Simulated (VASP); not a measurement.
# Se: single point with PBE

The system is Se.

```
CELL_PARAMETERS angstrom
2.15299 1.24303 9.98451
-2.15299 1.24303 9.98451
0.00000 -2.48606 9.98451
ATOMIC_POSITIONS crystal
Se 0.07595 0.07595 0.07595
Se 0.92405 0.92405 0.92405
Se 0.23428 0.23428 0.23428
Se 0.76572 0.76572 0.76572
```

```json
{"Program": "VASP 6.6.1", "Task": "single point", "Functional": "PBE", "Potentials or basis": "VASP PAW PBE potentials, release 64 (Se)", "Cutoff": "520 eV", "k mesh": "6 × 6 × 6", "Occupations": "gaussian, width 0.1 eV", "Spin": "no spin polarisation", "Dipole correction": "no", "Further INCAR settings": "ALGO = Normal; EDIFF = 1e-06; NBANDS = 20"}
```

The pressure is 0.0 GPa, the largest force is 0.008 eV/Å and the band gap on the k mesh is zero (band 12 reaches 0.99 eV, above the bottom of band 13 at 0.57 eV).

Forces on the atoms (eV/Å):
```
Se   0.000  0.000  0.005
Se   0.000  0.000 -0.005
Se   0.000  0.000  0.008
Se   0.000  0.000 -0.008
```

Levels at points of the mesh, in eV from the Fermi level:
```tsv
k point	band 9	band 10	band 11	band 12	band 13	band 14	band 15	band 16
(0.00, 0.00, 0.00)	-3.66	-3.09	-0.72	-0.24	-0.11	-0.11	-0.08	-0.08
(0.50, 0.00, 0.00)	-2.41	-2.28	-1.83	-1.58	2.02	2.11	2.12	2.14
(0.50, 0.50, 0.00)	-2.48	-2.18	-1.72	-1.72	2.05	2.05	2.11	2.20
(0.50, 0.50, 0.50)	-3.49	-3.32	-0.48	-0.39	-0.10	-0.10	-0.10	-0.10
```

Wall time 10 min on 1 thread of Intel(R) Xeon(R) Platinum 8259CL CPU @ 2.50GHz (Skylake/Cascade Lake) (shared host), peak memory 0.87 GiB.
